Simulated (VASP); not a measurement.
# TiB2 (P6/mmm) in VASP: a series of runs

Aim: see how the results for TiB2 move with the level of theory and the settings. Levels: PBE, r2SCAN. Tasks: relaxation of cell and atoms.

Everything below comes from runs of VASP 6.6.1. Logs are shortened: lines on timing, memory, paths and dates and some standing lists are left out, and cuts for length are marked.

## 1. The cell of the first run

Symmetry: P6/mmm, No. 191, hexagonal system. The conventional cell has a = 3.029 Å, b = 3.029 Å, c = 3.228 Å, α = 90.00°, β = 90.00°, γ = 120.00°. Ti (site symmetry 6/mmm) has 12 B at 2.38 Å and 6 Ti at 3.03 Å within 3.1 Å. Within 2.4 Å of B (site symmetry -6m2) lie 3 B at 1.75 Å and 6 Ti at 2.38 Å.

## 2. Relaxation of cell and atoms, PBE

INCAR

```
ALGO     = Normal         # electronic algorithm
EDIFF    = 1E-6           # SCF threshold, eV
EDIFFG   = -0.03          # ionic threshold
ENCUT    = 600            # plane-wave cutoff, eV
GGA      = PE             # functional
IBRION   = 2              # ionic algorithm
ISIF     = 3              # what is computed and relaxed
ISMEAR   = -1             # smearing method
LASPH    = True           # aspherical terms in the spheres
LCHARG   = False          # write CHGCAR
LREAL    = False          # projectors in reciprocal space
LWAVE    = False          # write WAVECAR
NELM     = 60             # most SCF steps
NSW      = 80             # ionic steps
PREC     = Accurate       # precision mode
SIGMA    = 0.15           # smearing width, eV
```

KPOINTS

```
k-points
0
Gamma
  13 13 10
```

POSCAR

```
TiB2
1.0
    3.0292000000      0.0000000000      0.0000000000
   -1.5146000000      2.6233641500      0.0000000000
    0.0000000000      0.0000000000      3.2284000000
Ti B
1 2
Direct
    0.0000000000      0.0000000000      0.0000000000
    0.3333333333      0.6666666667      0.5000000000
    0.6666666667      0.3333333333      0.5000000000
```

Potentials or basis: VASP PAW PBE potentials, release 64 (Ti_sv, B).

Launch:

```bash
$ cat potpaw_PBE.64/Ti_sv/POTCAR potpaw_PBE.64/B/POTCAR > POTCAR
$ mpirun -np 1 vasp_std > vasp.out
```

OUTCAR:

```text
EDIFF = 1E-6
   EDIFFG = -0.03
   ENCUT = 600
   GGA = PE
   IBRION = 2
   ISIF = 3
   ISMEAR = -1
   LASPH = True
   LREAL = False
   NELM = 60
   NSW = 80
   PREC = Accurate

 ion  position               nearest neighbor table
   1  0.000  0.000  0.000-   2 2.38   2 2.38   3 2.38   3 2.38   2 2.38   3 2.38   2 2.38   3 2.38
                             3 2.38   3 2.38   2 2.38   2 2.38
   2  0.333  0.667  0.500-   3 1.75   3 1.75   3 1.75   1 2.38   1 2.38   1 2.38   1 2.38   1 2.38
                             1 2.38
   3  0.667  0.333  0.500-   2 1.75   2 1.75   2 1.75   1 2.38   1 2.38   1 2.38   1 2.38   1 2.38
                             1 2.38

  LATTYP: Found a hexagonal cell.
 ALAT       =     3.0292000000
 C/A-ratio  =     1.0657599366

  Lattice vectors:

 A1 = (   3.0292000000,   0.0000000000,   0.0000000000)
 A2 = (  -1.5146000000,   2.6233641500,   0.0000000000)
 A3 = (   0.0000000000,   0.0000000000,   3.2284000000)

Analysis of symmetry for initial positions (statically):
=====================================================================
 Subroutine PRICEL returns:
 Original cell was already a primitive cell.

 Routine SETGRP: Setting up the symmetry group for a
 hexagonal supercell.

 Subroutine GETGRP returns: Found 24 space group operations
 (whereof 24 operations were pure point group operations)
 out of a pool of 24 trial point group operations.

The static configuration has the point symmetry D_6h.

Analysis of symmetry for dynamics (positions and initial velocities):
=====================================================================
 Subroutine PRICEL returns:
 Original cell was already a primitive cell.

 Routine SETGRP: Setting up the symmetry group for a
 hexagonal supercell.

 Subroutine GETGRP returns: Found 24 space group operations
 (whereof 24 operations were pure point group operations)
 out of a pool of 24 trial point group operations.

The dynamic configuration has the point symmetry D_6h.

 Subroutine INISYM returns: Found 24 space group operations
 (whereof 24 operations are pure point group operations),
 and found     1 'primitive' translations

----------------------------------------------------------------------------------------

                                     Primitive cell

  volume of cell :      25.6551

  direct lattice vectors                    reciprocal lattice vectors
     3.029200000  0.000000000  0.000000000     0.330120164  0.190594966  0.000000000
    -1.514600000  2.623364150  0.000000000     0.000000000  0.381189931  0.000000000
     0.000000000  0.000000000  3.228400000     0.000000000  0.000000000  0.309750960

[... 103 lines left out ...]
   IMIX   =      4    mixing-type and parameters
     AMIX     =   0.40;   BMIX     =  1.00
     AMIX_MAG =   1.60;   BMIX_MAG =  1.00
  volume/ion in A,a.u.               =       8.55        57.71
  Fermi-wavevector in a.u.,A,eV,Ry     =   1.454703  2.748990 28.792122  2.116161
  Thomas-Fermi vector in A             =   2.571823
   LORBIT       =      0    0 simple, 1 ext, 2 COOP (PROOUT), +10 PAW based schemes
   GGA     = PE    functional components
   LHFCALC =     F    Hartree Fock is set to
   AEXX    =    0.0000 exact exchange contribution
   IVDW    =     0    specifies the selected vdW correction
   LEPSILON=     F    determine dielectric tensor
   LRPA    =     F    only Hartree local field effects (RPA)
 conjugate gradient relaxation of ions
 non-spin polarized calculation
  energy-cutoff  :      600.00
  volume of cell :       25.66
 maximum number of plane-waves:       874
   NGX = 13   NGY = 13   NGZ = 13

--------------------------------------- Ionic step        1  -------------------------------------------

 number of electron      18.0000002 magnetization

 Free energy of the ion-electron system (eV)
  ---------------------------------------------------
  ext. energy  EPLUGINS =         0.00000000
  ---------------------------------------------------
  free energy    TOTEN  =       -24.44566479 eV

  energy without entropy =      -24.41517901  energy(sigma->0) =      -24.43042190

------------------------ aborting loop because EDIFF is reached ----------------------------------------

  FORCE on cell =-STRESS in cart. coord.  units (eV):
  Direction    XX          YY          ZZ          XY          YZ          ZX
  --------------------------------------------------------------------------------------
  -------------------------------------------------------------------------------------
  Total        0.1359042      0.1359042     -0.0305937      0.0000000      0.0000000     -0.0000000
  in kB        8.4872998      8.4872997     -1.9105933      0.0000000      0.0000000     -0.0000000
  external PRESSURE =       5.0213354 kB  Pullay stress =       0.0000000 kB
[... 61 lines left out ...]
--------------------------------------- Ionic step        3  -------------------------------------------

 number of electron      18.0000002 magnetization

 Free energy of the ion-electron system (eV)
  ---------------------------------------------------
  ext. energy  EPLUGINS =         0.00000000
  ---------------------------------------------------
  free energy    TOTEN  =       -24.44583366 eV

  energy without entropy =      -24.41520487  energy(sigma->0) =      -24.43051926

 E-fermi :   9.9695     XC(G=0): -12.7582

 val. band max:        9.9499768478   @ k =   0.2308   0.2308   0.0000
 cond. band min:      10.0214600320   @ k =   0.0769   0.0000   0.4000
 fundamental gap:      0.0714831842
 Fermi energy:         9.9695382131

 k-point     1 :       0.0000    0.0000    0.0000
  band No.  band energies     occupation
      1     -46.9815      2.00000
      2     -23.3322      2.00000
      3     -23.0218      2.00000
      4     -23.0218      2.00000
      5      -3.5169      2.00000
      6       7.3702      2.00000
      7       7.3702      2.00000
      8       7.6648      2.00000
      9       7.8724      2.00000
     10      11.8617      0.00001
     11      11.8617      0.00001
     12      13.6265      0.00000
     13      13.6265      0.00000
[... 354 lines left out ...]
  band No.  band energies     occupation
      1     -46.9686      2.00000
      2     -23.3363      2.00000
      3     -23.1082      2.00000
      4     -23.0402      2.00000
      5      -2.9457      2.00000
      6       6.2264      2.00000
      7       6.5677      2.00000
      8       7.3125      2.00000
      9       8.6632      1.99967
     10      11.3671      0.00018
     11      11.8632      0.00001
     12      12.9936      0.00000
     13      13.0181      0.00000

 [... further k-points ...]
[... 5 lines left out ...]
  --------------------------------------------------------------------------------------
  -------------------------------------------------------------------------------------
  Total       -0.0084239     -0.0084239     -0.0587752      0.0000000      0.0000000      0.0000000
  in kB       -0.5249496     -0.5249496     -3.6626557      0.0000000      0.0000000      0.0000000
  external PRESSURE =      -1.5708516 kB  Pullay stress =       0.0000000 kB
[... 18 lines left out ...]
  FREE ENERGIE OF THE ION-ELECTRON SYSTEM (eV)
  ---------------------------------------------------
  free  energy   TOTEN  =       -24.4458336575 eV

  energy  without entropy=      -24.4152048677  energy(sigma->0) =      -24.43051926

 reached required accuracy - stopping structural energy minimisation
```

OSZICAR:

```text
N       E                     dE             d eps       ncg     rms          rms(c)
DAV:   1     0.136279808192E+03    0.13628E+03   -0.10167E+04  3276   0.175E+03
DAV:   2    -0.184650563169E+02   -0.15474E+03   -0.15052E+03  3336   0.415E+02
[... 23 lines left out ...]
DAV:   1    -0.244464815369E+02   -0.74474E-03   -0.15844E-02  4130   0.209E+00    0.230E-01
DAV:   2    -0.244458859694E+02    0.59557E-03   -0.37320E-03  4243   0.904E-01    0.594E-02
DAV:   3    -0.244458208066E+02    0.65163E-04   -0.31431E-04  4328   0.201E-01    0.249E-02
DAV:   4    -0.244458234341E+02   -0.26275E-05   -0.88197E-05  5066   0.719E-02    0.150E-02
DAV:   5    -0.244458330469E+02   -0.96128E-05   -0.14501E-05  4034   0.340E-02    0.242E-03
DAV:   6    -0.244458336575E+02   -0.61061E-06   -0.36447E-06  3593   0.120E-02
   3 F= -.24445834E+02 E0= -.24430519E+02  d E =-.168868E-03
```

CONTCAR:

```text
TiB2
   1.00000000000000
     3.0328756100083782    0.0000000000000000   -0.0000000000000000
    -1.5164378050041891    2.6265473216302158    0.0000000000000000
    -0.0000000000000000    0.0000000000000000    3.2275181645920141
  Ti              B
     1     2
Direct
     0.0000000000000000    0.0000000000000000    0.0000000000000000
     0.3333333332999970    0.6666666667000030    0.5000000000000000
     0.6666666667000030    0.3333333332999970    0.5000000000000000

  0.00000000E+00  0.00000000E+00  0.00000000E+00
  0.00000000E+00  0.00000000E+00  0.00000000E+00
  0.00000000E+00  0.00000000E+00  0.00000000E+00
```

It took 39 s on 1 thread of Intel Xeon 6975P-C (Granite Rapids), shared host; peak memory 0.19 GiB.

What came out:

- Free energy: -24.4458 eV
- Relaxed volume: 8.57 Å³/atom
- Relaxed cell: a = 3.033 Å, b = 3.033 Å, c = 3.228 Å, α = 90.00°, β = 90.00°, γ = 120.00°
- Space group after relaxing (to 0.1 Å): P6/mmm (No. 191)
- Energy gained by relaxing: 0.1 meV/atom
- Ionic steps: 3
- Pressure after relaxing: -0.2 GPa
- Band gap on the k mesh: zero (bands 9 and 10 overlap by 0.52 eV)

The path:
```tsv
step	energy change (eV)	largest force (eV/Å)	pressure (GPa)	volume (Å³)
1	0.0000	0.0000	0.50	25.66
2	-0.0001	0.0000	-0.52	25.75
3	-0.0002	0.0000	-0.16	25.71
```

Final structure:
```
Ti B
1.0
     3.03288    0.00000    0.00000
    -1.51644    2.62655    0.00000
     0.00000    0.00000    3.22752
Ti B
1 2
Cartesian
  0.0000 0.0000 0.0000
  0.0000 1.7510 1.6138
  1.5164 0.8755 1.6138
```

## 3. Relaxation of cell and atoms, r2SCAN

POSCAR is that of step 2.

INCAR.step1

```
PREC = Accurate
ENCUT = 600
ISMEAR = -1
SIGMA = 0.15
LREAL = False
LASPH = True
NELM = 100
GGA = PE
ALGO = Normal
EDIFF = 1E-4
LWAVE = True
LCHARG = False
```

INCAR.step2

```
PREC = Accurate
ENCUT = 600
EDIFF = 1E-6
ISMEAR = -1
SIGMA = 0.15
LREAL = False
LASPH = True
NELM = 100
ALGO = Normal
ISIF = 3
LWAVE = False
LCHARG = False
METAGGA = R2SCAN
LMIXTAU = True
IBRION = 2
NSW = 80
EDIFFG = -0.03
ISTART = 1
```

KPOINTS

```
regular mesh
0
Gamma
  13 13 10
```

Potentials or basis: VASP PAW PBE potentials, release 64 (Ti_sv, B).

Launch:

```bash
$ cat potpaw_PBE.64/Ti_sv/POTCAR potpaw_PBE.64/B/POTCAR > POTCAR
$ cp INCAR.step1 INCAR
$ mpirun -np 1 vasp_std > vasp.out
$ cp INCAR.step2 INCAR
$ mpirun -np 1 vasp_std > vasp.out
```

OUTCAR:

```text
PREC = Accurate
   ENCUT = 600
   EDIFF = 1E-6
   ISMEAR = -1
   LREAL = False
   LASPH = True
   NELM = 100
   ISIF = 3
   METAGGA = R2SCAN
   IBRION = 2
   NSW = 80
   EDIFFG = -0.03
   ISTART = 1

 ion  position               nearest neighbor table
   1  0.000  0.000  0.000-   2 2.38   2 2.38   3 2.38   3 2.38   2 2.38   3 2.38   2 2.38   3 2.38
                             3 2.38   3 2.38   2 2.38   2 2.38
   2  0.333  0.667  0.500-   3 1.75   3 1.75   3 1.75   1 2.38   1 2.38   1 2.38   1 2.38   1 2.38
                             1 2.38
   3  0.667  0.333  0.500-   2 1.75   2 1.75   2 1.75   1 2.38   1 2.38   1 2.38   1 2.38   1 2.38
                             1 2.38

  LATTYP: Found a hexagonal cell.
 ALAT       =     3.0292000000
 C/A-ratio  =     1.0657599366

  Lattice vectors:

 A1 = (   3.0292000000,   0.0000000000,   0.0000000000)
 A2 = (  -1.5146000000,   2.6233641500,   0.0000000000)
 A3 = (   0.0000000000,   0.0000000000,   3.2284000000)

Analysis of symmetry for initial positions (statically):
=====================================================================
 Subroutine PRICEL returns:
 Original cell was already a primitive cell.

 Routine SETGRP: Setting up the symmetry group for a
 hexagonal supercell.

 Subroutine GETGRP returns: Found 24 space group operations
[... 181 lines left out ...]
      6       7.3738      2.00000
      7       7.3738      2.00000
      8       7.5401      2.00000
      9       7.9572      2.00000
     10      12.1312      0.00000
     11      12.1312      0.00000
     12      13.9997      0.00000
     13      13.9997      0.00000
[... 354 lines left out ...]
  band No.  band energies     occupation
      1     -49.2350      2.00000
      2     -24.5676      2.00000
      3     -24.3275      2.00000
      4     -24.2551      2.00000
      5      -3.7375      2.00000
      6       6.1070      2.00000
      7       6.4308      2.00000
      8       7.2910      2.00000
      9       8.7708      1.99978
     10      11.6062      0.00011
     11      12.1083      0.00000
     12      13.3150      0.00000
     13      13.3309      0.00000

 [... further k-points ...]
[... 5 lines left out ...]
  --------------------------------------------------------------------------------------
  -------------------------------------------------------------------------------------
  Total       -0.0570177     -0.0570177     -0.0243166      0.0000000     -0.0000000      0.0000000
  in kB       -3.5607875     -3.5607875     -1.5185865      0.0000000     -0.0000000      0.0000000
  external PRESSURE =      -2.8800538 kB  Pullay stress =       0.0000000 kB

 VOLUME and BASIS-vectors are now :
 -----------------------------------------------------------------------------
  energy-cutoff  :      600.00
  volume of cell :       25.66
      direct lattice vectors                 reciprocal lattice vectors
     3.029200000  0.000000000  0.000000000     0.330120164  0.190594966  0.000000000
    -1.514600000  2.623364150  0.000000000     0.000000000  0.381189931  0.000000000
     0.000000000  0.000000000  3.228400000     0.000000000  0.000000000  0.309750960

 POSITION                                       TOTAL-FORCE (eV/Angst)
 -----------------------------------------------------------------------------------
      0.00000      0.00000      0.00000         0.000000      0.000000      0.000000
     -0.00000      1.74891      1.61420         0.000000      0.000000     -0.000000
      1.51460      0.87445      1.61420        -0.000000      0.000000      0.000000
 -----------------------------------------------------------------------------------
    total drift:                               -0.000000      0.000000     -0.000000

  FREE ENERGIE OF THE ION-ELECTRON SYSTEM (eV)
  ---------------------------------------------------
  free  energy   TOTEN  =       -30.9886730289 eV

  energy  without entropy=      -30.9601680693  energy(sigma->0) =      -30.97442055

 reached required accuracy - stopping structural energy minimisation
```

Run time: 61 s. Hardware: 1 thread of Intel Xeon 6975P-C (Granite Rapids), shared host; peak memory 0.18 GiB.

What came out:

```
Free energy             : -30.9887 eV
Pressure after relaxing : -0.3 GPa
Band gap on the k mesh  : zero (bands 9 and 10 overlap by 0.55 eV)
```

Stress tensor (GPa, compression positive):
```
-0.36  0.00  0.00
 0.00 -0.36  0.00
 0.00  0.00 -0.15
```

Final structure:
```
CELL_PARAMETERS angstrom
3.02920 0.00000 0.00000
-1.51460 2.62336 0.00000
0.00000 0.00000 3.22840
ATOMIC_POSITIONS crystal
Ti 0.00000 0.00000 0.00000
B 0.33333 0.66667 0.50000
B 0.66667 0.33333 0.50000
```

Levels at points of the mesh, in eV from the Fermi level:
| k point | band 5 | band 6 | band 7 | band 8 | band 9 | band 10 | band 11 | band 12 | band 13 |
| --- | --- | --- | --- | --- | --- | --- | --- | --- | --- |
| (0.00, 0.00, 0.00) | -14.48 | -2.76 | -2.76 | -2.60 | -2.18 | 1.99 | 1.99 | 3.86 | 3.86 |
| (0.00, 0.00, 0.50) | -12.52 | -8.13 | -0.62 | -0.62 | -0.20 | -0.20 | 0.48 | 0.48 | 1.78 |

Caveat: the relaxation stopped at its first step, so nothing moved; the PAW data sets were made with another functional, which shifts forces and pressure a little.
